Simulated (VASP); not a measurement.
# ZrO2 (Fm-3m) in VASP: a series of runs, part 2 of 3

VASP 6.6.1. The steps go on from the part before.

## 3. Vibrations by perturbation theory, PBE

Input file INCAR:

```
SYSTEM = ZrO2
PREC = Accurate
ENCUT = 600
EDIFF = 1E-8
ISMEAR = 0
SIGMA = 0.01
LREAL = .FALSE.
LASPH = .TRUE.
NELM = 120
ALGO = Normal
ISIF = 2
LWAVE = .FALSE.
LCHARG = .TRUE.
GGA = PE
NBANDS = 19
IBRION = 8
NSW = 1
LEPSILON = .TRUE.
GGA_COMPAT = .FALSE.
```

Input file KPOINTS:

```
regular mesh
0
G
  8 8 8
  0 0 0
```

Input file POSCAR:

```
ZrO2
1.0
    0.0000000000      2.5579477472      2.5579477472
    2.5579477472      0.0000000000      2.5579477472
    2.5579477472      2.5579477472      0.0000000000
Zr O
1 2
Direct
    0.0000000000      0.0000000000      0.0000000000
    0.2500000000      0.2500000000      0.2500000000
    0.7500000000      0.7500000000      0.7500000000
```

Potentials or basis: VASP PAW PBE potentials, release 64 (Zr_sv, O).

Command:

```bash
$ cat potpaw_PBE.64/Zr_sv/POTCAR potpaw_PBE.64/O/POTCAR > POTCAR
$ mpirun -np 1 vasp_std > vasp.out
```

OUTCAR:

```text
SYSTEM = ZrO2
   PREC = Accurate
   ENCUT = 600
   EDIFF = 1E-8
   ISMEAR = 0
   LREAL = .FALSE.
   LASPH = .TRUE.
   NELM = 120
   ISIF = 2
   GGA = PE
   IBRION = 8
   NSW = 1
   LEPSILON = .TRUE.

 ion  position               nearest neighbor table
   1  0.000  0.000  0.000-   3 2.22   3 2.22   3 2.22   2 2.22   3 2.22   2 2.22   2 2.22   2 2.22

   2  0.250  0.250  0.250-   1 2.22   1 2.22   1 2.22   1 2.22
   3  0.750  0.750  0.750-   1 2.22   1 2.22   1 2.22   1 2.22

  LATTYP: Found a face centered cubic cell.
 ALAT       =     5.1158954944

  Lattice vectors:

 A1 = (   0.0000000000,   2.5579477472,   2.5579477472)
 A2 = (   2.5579477472,   0.0000000000,   2.5579477472)
 A3 = (   2.5579477472,   2.5579477472,   0.0000000000)

Analysis of symmetry for initial positions (statically):
=====================================================================
 Subroutine PRICEL returns:
 Original cell was already a primitive cell.

 Routine SETGRP: Setting up the symmetry group for a
 face centered cubic supercell.

 Subroutine GETGRP returns: Found 48 space group operations
 (whereof 48 operations were pure point group operations)
 out of a pool of 48 trial point group operations.

The static configuration has the point symmetry O_h .

Analysis of symmetry for dynamics (positions and initial velocities):
=====================================================================
 Subroutine PRICEL returns:
 Original cell was already a primitive cell.

 Routine SETGRP: Setting up the symmetry group for a
 face centered cubic supercell.

 Subroutine GETGRP returns: Found 48 space group operations
 (whereof 48 operations were pure point group operations)
 out of a pool of 48 trial point group operations.

The dynamic configuration has the point symmetry O_h .

 Subroutine INISYM returns: Found 48 space group operations
 (whereof 48 operations are pure point group operations),
 and found     1 'primitive' translations

----------------------------------------------------------------------------------------

                                     Primitive cell

  volume of cell :      33.4738

  direct lattice vectors                    reciprocal lattice vectors
     0.000000000  2.557947747  2.557947747    -0.195469200  0.195469200  0.195469200
     2.557947747  0.000000000  2.557947747     0.195469200 -0.195469200  0.195469200
     2.557947747  2.557947747  0.000000000     0.195469200  0.195469200 -0.195469200

  length of vectors
     3.617484396  3.617484396  3.617484396     0.338562586  0.338562586  0.338562586

[... 738 lines left out ...]
  ---------------------------------------------------
  ---------------------------------------------------
  free energy    TOTEN  =        -0.36904370 eV

  energy without entropy =       -0.36904370

------------------------ aborting loop because EDIFF is reached ----------------------------------------

 INTERNAL STRAIN TENSOR  FOR ION    2  DIRECTION 1   (eV/Angst):
 -----------------------------------------------------------------------------
    -0.00188  0.00000  0.00000
     0.00000  0.00029 -6.15656
     0.00000 -6.15656  0.00029

 MACROSCOPIC STATIC DIELECTRIC TENSOR (including local field effects in DFT)
 ------------------------------------------------------
           5.814900    -0.000000    -0.000000
           0.000000     5.814900    -0.000000
          -0.000000    -0.000000     5.814900
 ------------------------------------------------------

 PIEZOELECTRIC TENSOR (including local field effects)  for field in x, y, z        (e  Angst)
          XX          YY          ZZ          XY          YZ          ZX
  --------------------------------------------------------------------------------
  x     0.00000     0.00000     0.00000     0.00000     0.00000     0.00000
  y     0.00000     0.00000     0.00000     0.00000     0.00000     0.00000
  z     0.00000     0.00000     0.00000     0.00000     0.00000     0.00000

 PIEZOELECTRIC TENSOR (including local field effects)  for field in x, y, z        (C/m^2)
          XX          YY          ZZ          XY          YZ          ZX
  --------------------------------------------------------------------------------
  x     0.00000     0.00000     0.00000     0.00000     0.00000     0.00000
  y     0.00000     0.00000     0.00000     0.00000     0.00000     0.00000
  z     0.00000     0.00000     0.00000     0.00000     0.00000     0.00000

 BORN EFFECTIVE CHARGES (including local field effects) (in |e|, cummulative output)
 ---------------------------------------------------------------------------------
 ion    1
    1     5.74946     0.00000     0.00000
    2     0.00000     5.74946     0.00000
    3     0.00000     0.00000     5.74946
 ion    2
    1    -2.87473     0.00000     0.00000
    2     0.00000    -2.87473     0.00000
    3    -0.00000     0.00000    -2.87473
 ion    3
    1    -2.87473     0.00000     0.00000
    2     0.00000    -2.87473     0.00000
    3    -0.00000     0.00000    -2.87473

 INTERNAL STRAIN TENSOR FOR ION    3 for displacements in x,y,z  (eV/Angst):
          X           Y           Z          XY          YZ          ZX
  --------------------------------------------------------------------------------
  x     0.00000     0.00000     0.00000     0.00000     6.15656     0.00000
  y    -0.00000     0.00000    -0.00000     0.00000     0.00000     6.15656
  z    -0.00000    -0.00000     0.00000     6.15656     0.00000     0.00000

 SECOND DERIVATIVES (NOT SYMMETRIZED)
 ------------------------------------
               1X          1Y          1Z          2X          2Y          2Z          3X          3Y          3Z
  1X    -4.267993    0.000000    0.000000    2.133996    0.000000    0.000000    2.133996    0.000000    0.000000
  1Y     0.000000   -4.267993    0.000000    0.000000    2.133996    0.000000    0.000000    2.133996    0.000000
  1Z     0.000000    0.000000   -4.267993    0.000000    0.000000    2.133996    0.000000    0.000000    2.133996
  2X     2.128829    0.000000    0.000000   -9.957930    0.000000    0.000000    7.829102    0.000000    0.000000
  2Y     0.000000    2.128829   -0.000000    0.000000   -9.957930    0.000000    0.000000    7.829102    0.000000
  2Z     0.000000   -0.000000    2.128829    0.000000    0.000000   -9.957930    0.000000    0.000000    7.829102
  3X     2.128829    0.000000    0.000000    7.829102    0.000000    0.000000   -9.957930    0.000000    0.000000
  3Y     0.000000    2.128829   -0.000000    0.000000    7.829102    0.000000    0.000000   -9.957930    0.000000
  3Z     0.000000   -0.000000    2.128829    0.000000    0.000000    7.829102    0.000000    0.000000   -9.957930

 Eigenvectors and eigenvalues of the dynamical matrix
 ----------------------------------------------------

   1 f  =   16.483236 THz   103.567226 2PiTHz  549.821571 cm-1    68.169156 meV
             X         Y         Z           dx          dy          dz
      0.000000  0.000000  0.000000    -0.000000   -0.000000   -0.000000
      1.278974  1.278974  1.278974    -0.707063   -0.007909    0.000000
      3.836922  3.836922  3.836922     0.707063    0.007909    0.000000
[... 43 lines left out ...]
   9 f/i=    0.003526 THz     0.022154 2PiTHz    0.117611 cm-1     0.014582 meV
             X         Y         Z           dx          dy          dz
      0.000000  0.000000  0.000000    -0.225694   -0.823916   -0.100339
      1.278974  1.278974  1.278974    -0.094635   -0.345474   -0.042073
      3.836922  3.836922  3.836922    -0.094635   -0.345474   -0.042073

--------------------------------------------------------------------------------------------------------

 MACROSCOPIC STATIC DIELECTRIC TENSOR IONIC CONTRIBUTION
 ------------------------------------------------------
          41.902663     0.000000     0.000000
           0.000000    41.902663     0.000000
           0.000000     0.000000    41.902663
 ------------------------------------------------------

 ELASTIC MODULI CONTR FROM IONIC RELAXATION (kBar)
 Direction    XX          YY          ZZ          XY          YZ          ZX
 --------------------------------------------------------------------------------
 XX          -0.0000     -0.0000     -0.0000      0.0000     -0.0000      0.0000
 YY          -0.0000     -0.0000     -0.0000      0.0000     -0.0000      0.0000
 ZZ          -0.0000     -0.0000     -0.0000      0.0000     -0.0000      0.0000
 XY           0.0000      0.0000      0.0000   -203.9898     -0.0000     -0.0000
 YZ          -0.0000     -0.0000     -0.0000     -0.0000   -203.9898      0.0000
 ZX           0.0000      0.0000      0.0000     -0.0000      0.0000   -203.9898
 --------------------------------------------------------------------------------

 PIEZOELECTRIC TENSOR IONIC CONTR  for field in x, y, z        (C/m^2)
          XX          YY          ZZ          XY          YZ          ZX
  --------------------------------------------------------------------------------
  x    -0.00000     0.00000     0.00000     0.00000     0.00000     0.00000
  y    -0.00000    -0.00000    -0.00000     0.00000    -0.00000     0.00000
  z     0.00000     0.00000     0.00000    -0.00000    -0.00000    -0.00000
```

OSZICAR:

```text
N       E                     dE             d eps       ncg     rms          rms(c)
DAV:   1     0.194536101735E+03    0.19454E+03   -0.15412E+04  1102   0.145E+03
DAV:   2    -0.251071379032E+02   -0.21964E+03   -0.21232E+03  1374   0.362E+02
[... 255 lines left out ...]
RMM:   8    -0.369044967930E+00   -0.55461E-06   -0.80914E-07  7983   0.395E-03    0.346E-04
RMM:   9    -0.369044083470E+00    0.88446E-06   -0.67443E-08  8007   0.189E-03    0.940E-05
RMM:  10    -0.369043801746E+00    0.28172E-06   -0.29784E-06  8118   0.903E-04    0.548E-05
RMM:  11    -0.369043809151E+00   -0.74056E-08    0.52056E-07  8356   0.448E-04    0.215E-05
RMM:  12    -0.369043671899E+00    0.13725E-06    0.23742E-07  8521   0.224E-04    0.243E-06
RMM:  13    -0.369043706918E+00   -0.35019E-07   -0.30897E-08  8747   0.115E-04    0.396E-06
RMM:  14    -0.369043703742E+00    0.31758E-08    0.47238E-08  8633   0.622E-05    0.262E-06
 Linear response finished
```

It took 22 min on 1 thread of Intel Xeon 8259CL, shared host; peak memory 0.39 GiB.

Results:

```yaml
Electronic_dielectric_tensor_diagonal: 5.81
Born_charges_mean_of_the_diagonal: Zr +5.75; O -2.87 e
Highest_phonon_frequency_at_Γ_LO-TO_splitting_left_out: 550 cm⁻¹
```

Phonon frequencies in cm⁻¹ (negative: imaginary):
```tsv
q point	frequencies
(0.000, 0.000, 0.000)	0 0 0 221 221 221 550 550 550
```

Electronic dielectric tensor:
```
5.81 0.00 0.00
0.00 5.81 0.00
0.00 0.00 5.81
```

Born effective charge tensors (e):
atom 1, Zr
```
5.75 0.00 0.00
0.00 5.75 0.00
0.00 0.00 5.75
```
atom 2, O
```
-2.87  0.00  0.00
 0.00 -2.87  0.00
 0.00  0.00 -2.87
```
atom 3, O
```
-2.87  0.00  0.00
 0.00 -2.87  0.00
 0.00  0.00 -2.87
```

(Continued in part 3 of 3.)
